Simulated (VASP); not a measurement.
# CdS: single point with PBE

The system is CdS.

```
Cd S
1.0
     0.00000    2.65330    2.65330
     2.65330    0.00000    2.65330
     2.65330    2.65330    0.00000
Cd S
1 1
Direct
  0.00000 0.00000 0.00000
  0.50000 0.50000 0.50000
```

```json
{"Program": "VASP 6.6.1", "Task": "single point", "Functional": "PBE", "Potentials or basis": "VASP PAW PBE potentials, release 64 (Cd, S)", "Cutoff": "520 eV", "k mesh": "4 × 4 × 4", "Occupations": "tetrahedron", "Spin": "no spin polarisation"}
```

```json
{
 "Pressure": "10.8 GPa",
 "Band gap on the k mesh": "0.19 eV, indirect (least direct gap 2.28 eV)"
}
```

Levels at points of the mesh, in eV from the valence-band top:
```tsv
k point	band 5	band 6	band 7	band 8	band 9	band 10	band 11	band 12	band 13	band 14
(0.00, 0.00, 0.00)	-7.92	-7.92	-0.95	-0.95	-0.95	1.33	9.21	9.21	9.21	11.23
(0.50, 0.00, 0.00)	-7.65	-7.65	-5.32	0.00	0.00	3.39	5.79	5.79	7.60	12.65
(0.50, 0.50, 0.00)	-7.57	-6.67	-4.92	-2.55	-2.55	0.19	5.86	10.47	11.95	11.95
```

Run time: 4.7 s on 1 thread of Intel(R) Xeon(R) 6975P-C (Granite Rapids), with other jobs on the host, peak memory 0.15 GiB.

Caveat: the k points lie up to 0.51 Å⁻¹ apart. A k mesh can miss the band edges.
